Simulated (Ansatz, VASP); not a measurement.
# Two plane-wave programs on BiP

INCAR

```
ALGO = Normal ; EDIFF = 1E-6
ENCUT = 520 ; GGA = PE
ISIF = 2 ; ISMEAR = 0
LASPH = T ; LCHARG = F
LREAL = F ; LWAVE = F
NBANDS = 28 ; NELM = 60
PREC = Accurate ; SIGMA = 0.05
```

KPOINTS

```
k-points
0
Gamma
  10 10 6
```

File POSCAR:

```
BiP
1.0
    4.0498966654      0.0000000000      0.0000000000
   -2.0249483327      3.5073133950      0.0000000000
    0.0000000000      0.0000000000      7.2164800216
Bi P
2 2
Direct
    0.0000000000      0.0000000000      0.0000000000
    0.0000000000      0.0000000000      0.5000000000
    0.3333333333      0.6666666667      0.2500000000
    0.6666666667      0.3333333333      0.7666286056
```

Input for Ansatz:

```yaml
crystal:
  lattice:
    - [4.0498966654, 0.0, 0.0]
    - [-2.0249483327, 3.507313395, 0.0]
    - [0.0, 0.0, 7.2164800216]
  atoms:
    - { symbol: Bi, position: [0.0, 0.0, 0.0] }
    - { symbol: Bi, position: [0.0, 0.0, 0.5] }
    - { symbol: P, position: [0.3333333333, 0.6666666667, 0.25] }
    - { symbol: P, position: [0.6666666667, 0.3333333333, 0.7666286056] }
basis:
  ecutwfc: 420
  ecutrho_ratio: 4
kpoints:
  mp_grid: { grid: [10, 10, 6] }
hamiltonian:
  xc: pbe
scf:
  occupations: { method: gaussian, width: 0.05 }
output:
  forces: true
  stress: true
  eigenvalues: true
  write_density: true
  write_potential: true
  elf: true
  volumetric_format: npy
```

Alike in both runs: task single point; functional PBE; k mesh 10 × 10 × 6; occupations gaussian, width 0.05 eV; no spin polarisation.

|  | VASP | Ansatz |
| --- | --- | --- |
| version | VASP 6.6.1 | Ansatz 0.2.0 |
| potentials or method | VASP PAW PBE potentials, release 64 (Bi_d, P), cutoff 520 eV | scalar-relativistic, plane waves, PAW |
| valence electrons in the cell | 40 | 40 |

```csv
,VASP,Ansatz,Ansatz less VASP
gap on the k mesh at the Fermi level (eV),none,none,-
pressure (GPa),0.1,0.2,+0.05
"traceless stress, the component that is largest in VASP (GPa)",0.12,0.13,+0.010
rms of the force components (eV/Å),0.183,0.183,-0.0001
```

Atom by atom the forces differ by 0.000 eV/Å (rms over components). A gap of «none» marks a metal or a gap that the smearing closes.

Neither program's run includes spin-orbit coupling.
